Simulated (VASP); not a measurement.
Input of a VASP 6.6.1 run:

INCAR

```
PREC = Accurate ; ENCUT = 520
EDIFF = 1E-6 ; ISMEAR = 1
SIGMA = 0.1 ; LREAL = F
LASPH = T ; NELM = 120
ALGO = Normal ; ISIF = 2
LWAVE = F ; LCHARG = F
LDIPOL = T ; IDIPOL = 3
DIPOL = 0.5 0.5 0.500 ; GGA = PS
NBANDS = 25 ; EFIELD = -0.2
GGA_COMPAT = F ; NELMDL = -8
```

The input KPOINTS:

```
Automatic mesh
0
Gamma
  7 7 1
```

The input POSCAR:

```
TiN
1.0
    2.9967185387      0.0000000000      0.0000000000
    1.4983592693      2.5952343825      0.0000000000
    0.0000000000      0.0000000000     15.6702156612
Ti N
2 2
Direct
    0.0000000000      0.0000000000      0.3828919863
    0.3333333333      0.3333333333      0.5390360046
    0.6666666667      0.6666666667      0.4609639954
    0.0000000000      1.0000000000      0.6171080137
```

Potentials or basis: VASP PAW PBE potentials, release 64 (Ti_sv, N).

The run is started by

```bash
$ cat potpaw_PBE.64/Ti_sv/POTCAR potpaw_PBE.64/N/POTCAR > POTCAR
$ mpirun -np 1 vasp_std > vasp.out
```

Predict the band gap on the k mesh.

0.05 eV (least direct gap 0.16 eV).

What does it give for the largest force?

5.001 eV/Å.

Forces on the atoms (eV/Å):
```
Ti   0.000  0.000  1.318
Ti   0.000  0.000  5.001
N    0.000  0.000 -1.914
N    0.000  0.000 -4.404
```

Caveat: the PAW data sets were made with another functional, which shifts forces and pressure a little.
